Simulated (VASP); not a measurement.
Here is a VASP 6.6.1 calculation.

INCAR

```
ALGO = Normal
EDIFF = 1E-6
ENCUT = 520
GGA = PE
ISIF = 2
ISMEAR = 0
LASPH = T
LCHARG = F
LREAL = Auto
LWAVE = F
NBANDS = 79
NELM = 80
PREC = Accurate
SIGMA = 0.15
```

KPOINTS

```
k-points
0
Gamma
  3 3 3
```

Contents of POSCAR:

```
La2NbO5
1.0
   -4.5182251417      4.5182251417      3.0765536060
    4.5182251417     -4.5182251417      3.0765536060
    4.5182251417      4.5182251417     -3.0765536060
La Nb O
4 2 10
Direct
    0.8258108649      0.3877996073      0.2136104722
    0.6122003927      0.8258108649      0.4380112577
    0.3877996073      0.1741891351      0.5619887423
    0.1741891351      0.6122003927      0.7863895278
    0.2283866707      0.2283866707      0.0000000000
    0.7716133293      0.7716133293      0.0000000000
    0.3648242341      0.0804287730      0.9023661396
    0.1780626335      0.4624580946      0.0976338604
    0.0804287730      0.1780626335      0.7156045389
    0.4624580946      0.3648242341      0.2843954611
    0.8219373665      0.5375419054      0.9023661396
    0.6351757659      0.9195712270      0.0976338604
    0.5375419054      0.6351757659      0.7156045389
    0.9195712270      0.8219373665      0.2843954611
    0.2500000000      0.7500000000      0.5000000000
    0.7500000000      0.2500000000      0.5000000000
```

Potentials or basis: VASP PAW PBE potentials, release 64 (La, Nb_sv, O).

Command:

```console
$ cat potpaw_PBE.64/La/POTCAR potpaw_PBE.64/Nb_sv/POTCAR potpaw_PBE.64/O/POTCAR > POTCAR
$ mpirun -np 1 vasp_std > vasp.out
```

Predict the largest force.

0.013 eV/Å.

Estimate the band gap on the k mesh.

2.43 eV (least direct gap 2.71 eV).

Stress tensor (GPa, compression positive):
```
0.17 0.00 0.00
0.00 0.17 0.00
0.00 0.00 0.25
```

Caveat: spin-orbit coupling is left out, which moves the levels of the heavy elements. A k mesh can miss the band edges.
